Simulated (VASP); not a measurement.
# Sb3Pd (P6_3/mmc) in VASP: a series of runs

Sb3Pd is run at these levels: PBE; tasks: single point, relaxation of cell and atoms.

Everything below comes from runs of VASP 6.6.1. Logs are shortened: lines on timing, memory, paths and dates and some standing lists are left out, and cuts for length are marked.

## (1) The cell of the first run

Symmetry: P6_3/mmc, No. 194, hexagonal system. Conventional cell: a = 8.323 Å, b = 8.323 Å, c = 3.502 Å, α = 90.00°, β = 90.00°, γ = 120.00°. Within 3.8 Å of Sb (site symmetry mm2) lie 2 Pd at 2.77 Å and 8 Sb at 3.19 to 3.71 Å. Pd (site symmetry -6m2) has 6 Sb at 2.77 Å and 2 Pd at 3.50 Å within 3.6 Å.

## (2) Single point, PBE

INCAR reads:

```
ALGO     = Normal         # electronic algorithm
EDIFF    = 1E-7           # SCF threshold, eV
ENCUT    = 520            # plane-wave cutoff, eV
GGA      = PE             # functional
ISIF     = 2              # what is computed and relaxed
ISMEAR   = 0              # smearing method
LASPH    = True           # aspherical terms in the spheres
LCHARG   = False          # write CHGCAR
LREAL    = False          # projectors in reciprocal space
LWAVE    = False          # write WAVECAR
NBANDS   = 35             # bands
NELM     = 100            # most SCF steps
PREC     = Accurate       # precision mode
SIGMA    = 0.1            # smearing width, eV
```

KPOINTS reads:

```
k-points
0
Gamma
  3 3 4
```

POSCAR reads:

```
Sb3Pd
1.0
    8.3229693272      0.0000000000      0.0000000000
   -4.1614846636      7.2079028723      0.0000000000
    0.0000000000      0.0000000000      3.5017165366
Sb Pd
6 2
Direct
    0.8151222836      0.6302445673      0.2500000000
    0.1848777164      0.8151222836      0.7500000000
    0.3697554327      0.1848777164      0.2500000000
    0.1848777164      0.3697554327      0.7500000000
    0.8151222836      0.1848777164      0.2500000000
    0.6302445673      0.8151222836      0.7500000000
    0.3333333333      0.6666666667      0.2500000000
    0.6666666667      0.3333333333      0.7500000000
```

Potentials or basis: VASP PAW PBE potentials, release 64 (Sb, Pd).

The run is started by

```console
$ cat potpaw_PBE.64/Sb/POTCAR potpaw_PBE.64/Pd/POTCAR > POTCAR
$ mpirun -np 1 vasp_std > vasp.out
```

OUTCAR:

```text
EDIFF = 1E-7
   ENCUT = 520
   GGA = PE
   ISIF = 2
   ISMEAR = 0
   LASPH = True
   LREAL = False
   NELM = 100
   PREC = Accurate

 ion  position               nearest neighbor table
   1  0.815  0.630  0.250-   8 2.77   8 2.77   6 3.19   6 3.19   2 3.19   2 3.19   5 3.71   3 3.71

   2  0.185  0.815  0.750-   7 2.77   7 2.77   1 3.19   1 3.19   3 3.19   3 3.19   6 3.71   4 3.71

   3  0.370  0.185  0.250-   8 2.77   8 2.77   4 3.19   4 3.19   2 3.19   2 3.19   5 3.71   1 3.71

   4  0.185  0.370  0.750-   7 2.77   7 2.77   3 3.19   3 3.19   5 3.19   5 3.19   2 3.71   6 3.71

   5  0.815  0.185  0.250-   8 2.77   8 2.77   4 3.19   4 3.19   6 3.19   6 3.19   3 3.71   1 3.71

   6  0.630  0.815  0.750-   7 2.77   7 2.77   1 3.19   1 3.19   5 3.19   5 3.19   2 3.71   4 3.71

   7  0.333  0.667  0.250-   2 2.77   2 2.77   6 2.77   6 2.77   4 2.77   4 2.77
   8  0.667  0.333  0.750-   5 2.77   5 2.77   3 2.77   3 2.77   1 2.77   1 2.77

  LATTYP: Found a hexagonal cell.
 ALAT       =     8.3229693272
 C/A-ratio  =     0.4207292372

  Lattice vectors:

 A1 = (   8.3229693272,   0.0000000000,   0.0000000000)
 A2 = (  -4.1614846636,   7.2079028723,   0.0000000000)
 A3 = (   0.0000000000,   0.0000000000,   3.5017165366)

Analysis of symmetry for initial positions (statically):
=====================================================================
 Subroutine PRICEL returns:
 Original cell was already a primitive cell.

 Routine SETGRP: Setting up the symmetry group for a
 hexagonal supercell.

 Subroutine GETGRP returns: Found 24 space group operations
 (whereof 12 operations were pure point group operations)
 out of a pool of 24 trial point group operations.

The static configuration has the point symmetry D_3d.
 The point group associated with its full space group is D_6h.

Analysis of symmetry for dynamics (positions and initial velocities):
=====================================================================
 Subroutine PRICEL returns:
 Original cell was already a primitive cell.

 Routine SETGRP: Setting up the symmetry group for a
 hexagonal supercell.

 Subroutine GETGRP returns: Found 24 space group operations
 (whereof 12 operations were pure point group operations)
 out of a pool of 24 trial point group operations.

The dynamic configuration has the point symmetry D_3d.
 The point group associated with its full space group is D_6h.

 Subroutine INISYM returns: Found 24 space group operations
 (whereof 12 operations are pure point group operations),
 and found     1 'primitive' translations

----------------------------------------------------------------------------------------

                                     Primitive cell

  volume of cell :     210.0720

  direct lattice vectors                    reciprocal lattice vectors
     8.322969327  0.000000000  0.000000000     0.120149428  0.069368304  0.000000000
    -4.161484664  7.207902872  0.000000000     0.000000000  0.138736609  0.000000000
     0.000000000  0.000000000  3.501716537     0.000000000  0.000000000  0.285574229

  length of vectors
     8.322969327  8.322969327  3.501716537     0.138736609  0.138736609  0.285574229

  position of ions in fractional coordinates (direct lattice)
     0.815122284  0.630244567  0.250000000
     0.184877716  0.815122284  0.750000000
     0.369755433  0.184877716  0.250000000
     0.184877716  0.369755433  0.750000000
     0.815122284  0.184877716  0.250000000
     0.630244567  0.815122284  0.750000000
     0.333333333  0.666666667  0.250000000
     0.666666667  0.333333333  0.750000000

  ion indices of the primitive-cell ions
   primitive index   ion index
                 1           1
                 2           2
                 3           3
                 4           4
                 5           5
                 6           6
                 7           7
                 8           8

----------------------------------------------------------------------------------------

 KPOINTS: k-points

Automatic generation of k-mesh.
 Grid dimensions read from file:
 generate k-points for:    3    3    4

 Generating k-lattice:

  Cartesian coordinates                     Fractional coordinates (reciprocal lattice)
     0.040049809  0.023122768  0.000000000     0.333333333  0.000000000  0.000000000
     0.000000000  0.046245536  0.000000000     0.000000000  0.333333333  0.000000000
     0.000000000  0.000000000  0.071393557     0.000000000  0.000000000  0.250000000

  Length of vectors
     0.046245536  0.046245536  0.071393557

  Shift w.r.t. Gamma in fractional coordinates (k-lattice)
     0.000000000  0.000000000  0.000000000

 Subroutine IBZKPT returns following result:
 ===========================================

 Found      9 irreducible k-points:

 Following reciprocal coordinates:
            Coordinates               Weight
  0.000000  0.000000  0.000000      1.000000
  0.333333  0.000000  0.000000      6.000000
  0.333333  0.333333  0.000000      2.000000
  0.000000  0.000000  0.250000      2.000000
  0.333333  0.000000  0.250000     12.000000
  0.333333  0.333333  0.250000      4.000000
  0.000000  0.000000  0.500000      1.000000
  0.333333  0.000000  0.500000      6.000000
  0.333333  0.333333  0.500000      2.000000
   k-points           NKPTS =      9   k-points in BZ     NKDIM =      9   number of bands    NBANDS=     35
   number of dos      NEDOS =    301   number of ions     NIONS =      8
   total plane-waves  NPLWV = 114688
   dimension x,y,z NGX =    64 NGY =   64 NGZ =   28
   dimension x,y,z NGXF=   128 NGYF=  128 NGZF=   56
   ions per type =               6   2
   NGX,Y,Z   is equivalent  to a cutoff of  12.78, 12.78, 13.29 a.u.
   NGXF,Y,Z  is equivalent  to a cutoff of  25.57, 25.57, 26.59 a.u.
 SYSTEM =  unknown system
   PREC   = accura    normal or accurate (medium, high low for compatibility)
   ISTART =      0    job   : 0-new  1-cont  2-samecut
   ICHARG =      2    charge: 1-file 2-atom 10-const
   ISPIN  =      1    spin polarized calculation?
   LNONCOLLINEAR =      F non collinear calculations
   LSORBIT =      F    spin-orbit coupling
   LASPH  =      T    aspherical Exc in radial PAW
   ENCUT  =  520.0 eV  38.22 Ry    6.18 a.u.  15.48 15.48  6.51*2*pi/ulx,y,z
   NELM   =    100;   NELMIN=  2; NELMDL= -5     # of ELM steps
   EDIFF  = 0.1E-06   stopping-criterion for ELM
   LREAL  =      F    real-space projection
   EDIFFG = 0.1E-05   stopping-criterion for IOM
   NSW    =      0    number of steps for IOM
   IBRION =     -1    ionic relax: 0-MD 1-quasi-New 2-CG
   NFREE  =      0    steps in history (QN), initial steepest desc. (CG)
   ISIF   =      2    stress and relaxation
   ISYM   =      2    0-nonsym 1-usesym 2-fastsym
   POTIM  = 0.5000    time-step for ionic-motion
   TEBEG  =    0.0;   TEEND  =   0.0 temperature during run
   PSTRESS=    0.0 pullay stress
   NELECT =      50.0000    total number of electrons
   NUPDOWN=      -1.0000    fix difference up-down
   EMIN   =  10.00;   EMAX   =-10.00  energy-range for DOS
   EFERMI =   0.00;   METHOD = LEGACY
   ISMEAR =     0;   SIGMA  =   0.10  broadening in eV -4-tet -1-fermi 0-gaus
   EFERMI_NEDOS =   21; number of points for ismear=-14 and -15
   IALGO  =     38    algorithm
   IMIX   =      4    mixing-type and parameters
     AMIX     =   0.40;   BMIX     =  1.00
     AMIX_MAG =   1.60;   BMIX_MAG =  1.00
  volume/ion in A,a.u.               =      26.26       177.20
  Fermi-wavevector in a.u.,A,eV,Ry     =   1.014555  1.917230 14.004763  1.029321
  Thomas-Fermi vector in A             =   2.147789
   LORBIT       =      0    0 simple, 1 ext, 2 COOP (PROOUT), +10 PAW based schemes
   GGA     = PE    functional components
   LHFCALC =     F    Hartree Fock is set to
   AEXX    =    0.0000 exact exchange contribution
   IVDW    =     0    specifies the selected vdW correction
   LEPSILON=     F    determine dielectric tensor
   LRPA    =     F    only Hartree local field effects (RPA)
 non-spin polarized calculation
 Gauss-broadening in eV      SIGMA  =   0.10
  energy-cutoff  :      520.00
  volume of cell :      210.07
 maximum number of plane-waves:      5701
 NGX is ok and might be reduce to    64
   NGX = 31   NGY = 31   NGZ = 13

 number of electron      50.0000001 magnetization

 Free energy of the ion-electron system (eV)
  ---------------------------------------------------
  ext. energy  EPLUGINS =         0.00000000
  ---------------------------------------------------
  free energy    TOTEN  =       -35.93281044 eV

  energy without entropy =      -35.90423697  energy(sigma->0) =      -35.91852371

 E-fermi :   7.5261     XC(G=0): -10.0697

 val. band max:        7.4902195569   @ k =   0.3333   0.0000   0.2500
 cond. band min:       7.5318106792   @ k =   0.0000   0.0000   0.5000
 fundamental gap:      0.0415911223
 Fermi energy:         7.5261156818

 k-point     1 :       0.0000    0.0000    0.0000
  band No.  band energies     occupation
      1      -4.5954      2.00000
      2      -3.1080      2.00000
      3      -3.1080      2.00000
      4      -1.6942      2.00000
      5      -1.6616      2.00000
      6      -1.6616      2.00000
[... 27 lines left out ...]
     34      11.4516      0.00000
     35      12.8654      0.00000

 k-point     2 :       0.3333    0.0000    0.0000
  band No.  band energies     occupation
      1      -4.3271      2.00000
      2      -3.6004      2.00000
      3      -3.1916      2.00000
      4      -2.3466      2.00000
      5      -1.4399      2.00000
      6      -0.5341      2.00000
[... 27 lines left out ...]
     34      12.0366      0.00000
     35      12.4448      0.00000
[... 226 lines left out ...]
     34       9.9336      0.00000
     35      11.3881      0.00000

 k-point     9 :       0.3333    0.3333    0.5000
  band No.  band energies     occupation
      1      -1.5803      2.00000
      2      -1.5803      2.00000
      3      -1.3983      2.00000
      4      -1.3983      2.00000
      5      -1.1159      2.00000
      6      -1.1159      2.00000
[... 27 lines left out ...]
     34       9.1862      0.00000
     35      11.9256      0.00000

------------------------ aborting loop because EDIFF is reached ----------------------------------------

  FORCE on cell =-STRESS in cart. coord.  units (eV):
  Direction    XX          YY          ZZ          XY          YZ          ZX
  --------------------------------------------------------------------------------------
  -------------------------------------------------------------------------------------
  Total       -0.1745610     -0.1745610     -0.1600082      0.0000000     -0.0000000     -0.0000000
  in kB       -1.3313422     -1.3313422     -1.2203506      0.0000000     -0.0000000     -0.0000000
  external PRESSURE =      -1.2943450 kB  Pullay stress =       0.0000000 kB

 VOLUME and BASIS-vectors are now :
 -----------------------------------------------------------------------------
  energy-cutoff  :      520.00
  volume of cell :      210.07
      direct lattice vectors                 reciprocal lattice vectors
     8.322969327  0.000000000  0.000000000     0.120149428  0.069368304  0.000000000
    -4.161484664  7.207902872  0.000000000     0.000000000  0.138736609  0.000000000
     0.000000000  0.000000000  3.501716537     0.000000000  0.000000000  0.285574229

 POSITION                                       TOTAL-FORCE (eV/Angst)
 -----------------------------------------------------------------------------------
      4.16148      4.54274      0.87543         0.000000      0.005814     -0.000000
     -1.85339      5.87532      2.62629        -0.005035      0.002907      0.000000
      2.30810      1.33258      0.87543        -0.005035     -0.002907      0.000000
      0.00000      2.66516      2.62629         0.000000     -0.005814      0.000000
      6.01487      1.33258      0.87543         0.005035     -0.002907      0.000000
      1.85339      5.87532      2.62629         0.005035      0.002907     -0.000000
     -0.00000      4.80527      0.87543         0.000000      0.000000     -0.000000
      4.16148      2.40263      2.62629         0.000000      0.000000     -0.000000
 -----------------------------------------------------------------------------------
    total drift:                               -0.000000      0.000000      0.000000

  FREE ENERGIE OF THE ION-ELECTRON SYSTEM (eV)
  ---------------------------------------------------
  free  energy   TOTEN  =       -35.9328104445 eV

  energy  without entropy=      -35.9042369747  energy(sigma->0) =      -35.91852371
```

Run time: 40 s. Hardware: 1 thread of Intel Xeon 6975P-C (Granite Rapids), shared host; peak memory 0.35 GiB.

Results:

```
Free energy            : -35.9328 eV
Pressure               : -0.1 GPa
Largest force          : 0.006 eV/Å
Band gap on the k mesh : zero (bands 25 and 26 overlap by 1.94 eV)
```

Forces on the atoms (eV/Å):
```
Sb   0.000  0.006  0.000
Sb  -0.005  0.003  0.000
Sb  -0.005 -0.003  0.000
Sb   0.000 -0.006  0.000
Sb   0.005 -0.003  0.000
Sb   0.005  0.003  0.000
Pd   0.000  0.000  0.000
Pd   0.000  0.000  0.000
```

Levels at points of the mesh, in eV from the Fermi level:
```tsv
k point	band 23	band 24	band 25	band 26	band 27	band 28	band 29	band 30
(0.00, 0.00, 0.00)	-0.27	0.02	0.02	0.22	2.17	2.17	2.56	2.56
(0.00, 0.00, 0.50)	-1.62	-1.62	0.01	0.01	1.60	1.60	1.60	1.60
```

Caveat: the k points lie up to 0.45 Å⁻¹ apart, too coarse for converged energies and pressures of a metal; spin-orbit coupling is left out, which moves the levels of the heavy elements.

## (3) Single point, PBE

This run uses another cell than the first one, of 26.08 Å³/atom.

INCAR reads:

```
ALGO     = Normal         # electronic algorithm
EDIFF    = 1E-6           # SCF threshold, eV
ENCUT    = 520            # plane-wave cutoff, eV
GGA      = PE             # functional
ISIF     = 2              # what is computed and relaxed
ISMEAR   = 0              # smearing method
LASPH    = T              # aspherical terms in the spheres
LCHARG   = F              # write CHGCAR
LREAL    = F              # projectors in reciprocal space
LWAVE    = F              # write WAVECAR
NBANDS   = 35             # bands
NELM     = 60             # most SCF steps
PREC     = Accurate       # precision mode
SIGMA    = 0.1            # smearing width, eV
```

KPOINTS reads:

```
k-points
0
Gamma
  3 3 6
```

POSCAR reads:

```
Sb3Pd
1.0
    8.3025611400      0.0000000000      0.0000000000
   -4.1512805700      7.1902288638      0.0000000000
    0.0000000000      0.0000000000      3.4956301506
Sb Pd
6 2
Direct
    0.8172281963      0.6344563926      0.2500000000
    0.1827718037      0.8172281963      0.7500000000
    0.3655436074      0.1827718037      0.2500000000
    0.1827718037      0.3655436074      0.7500000000
    0.8172281963      0.1827718037      0.2500000000
    0.6344563926      0.8172281963      0.7500000000
    0.3333333333      0.6666666667      0.2500000000
    0.6666666667      0.3333333333      0.7500000000
```

Potentials or basis: VASP PAW PBE potentials, release 64 (Sb, Pd).

The run is started by

```console
$ cat potpaw_PBE.64/Sb/POTCAR potpaw_PBE.64/Pd/POTCAR > POTCAR
$ mpirun -np 1 vasp_std > vasp.out
```

Wall time 49 s (1 thread of Intel Xeon 6975P-C (Granite Rapids), shared host); peak memory 0.35 GiB.

It converged, with:

| Property | Result |
| --- | --- |
| Free energy | -35.7489 eV |
| Pressure | -0.3 GPa |
| Band gap on the k mesh | zero (bands 25 and 26 overlap by 1.85 eV) |

Forces in eV/Å, atoms in the order of the input:
```
Sb   0.000  0.002  0.000
Sb  -0.002  0.001  0.000
Sb  -0.002 -0.001  0.000
Sb   0.000 -0.002  0.000
Sb   0.002 -0.001  0.000
Sb   0.002  0.001  0.000
Pd   0.000  0.000  0.000
Pd   0.000  0.000  0.000
```

Stress tensor (GPa, compression positive):
```
-0.22  0.00  0.00
 0.00 -0.22  0.00
 0.00  0.00 -0.42
```

Levels at points of the mesh, in eV from the Fermi level:
```csv
k point,band 23,band 24,band 25,band 26,band 27,band 28
"(0.00, 0.00, 0.00)",-0.34,-0.14,-0.14,0.01,1.92,1.92
"(0.00, 0.00, 0.50)",-1.69,-1.69,-0.22,-0.22,1.50,1.50
```

Caveat: spin-orbit coupling is left out, which moves the levels of the heavy elements.

[end of part 1 of 2]
